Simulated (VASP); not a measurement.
Here is a VASP 6.6.1 calculation.

The input INCAR:

```
  ALGO = Normal
  DIPOL = 0.5 0.5 0.296
  EDIFF = 1E-6
  ENCUT = 520
  GGA = PE
  IDIPOL = 3
  ISIF = 2
  ISMEAR = 0
  LASPH = True
  LCHARG = False
  LDIPOL = True
  LREAL = False
  LWAVE = False
  NBANDS = 25
  NELM = 100
  PREC = Accurate
  SIGMA = 0.1
```

Contents of KPOINTS:

```
k-points
0
Gamma
  4 4 1
```

Contents of POSCAR:

```
MgI2
1.0
    8.4032541161     -0.0167627800      0.0000000000
   -2.1082133932      3.6550771450      0.0000000000
    0.0000000000      0.0000000000     30.4525717600
Mg I
2 4
Direct
   -0.0000459528      0.0000105477      0.2955636937
    0.4998105723     -0.0008899473      0.2954845712
    0.1669836509      0.6670645922      0.2405678734
    0.6670695068      0.6666675988      0.2406306026
    0.3330892523      0.3330415415      0.3504491997
    0.8330929704      0.3341056673      0.3505533081
```

Potentials or basis: VASP PAW PBE potentials, release 64 (Mg, I).

Launch:

```bash
$ cat potpaw_PBE.64/Mg/POTCAR potpaw_PBE.64/I/POTCAR > POTCAR
$ mpirun -np 1 vasp_std > vasp.out
```

Question: What does it give for the largest force?

Answer: 0.025 eV/Å.

Question: What does it give for the band gap on the k mesh?

Answer: 3.62 eV.

Forces on the atoms (eV/Å):
```
Mg  -0.001  0.004  0.003
Mg   0.002  0.006  0.007
I   -0.003 -0.003  0.016
I   -0.002  0.001  0.012
I    0.001  0.000 -0.015
I    0.003 -0.007 -0.024
```

Caveat: spin-orbit coupling is left out, which moves the levels of the heavy elements.
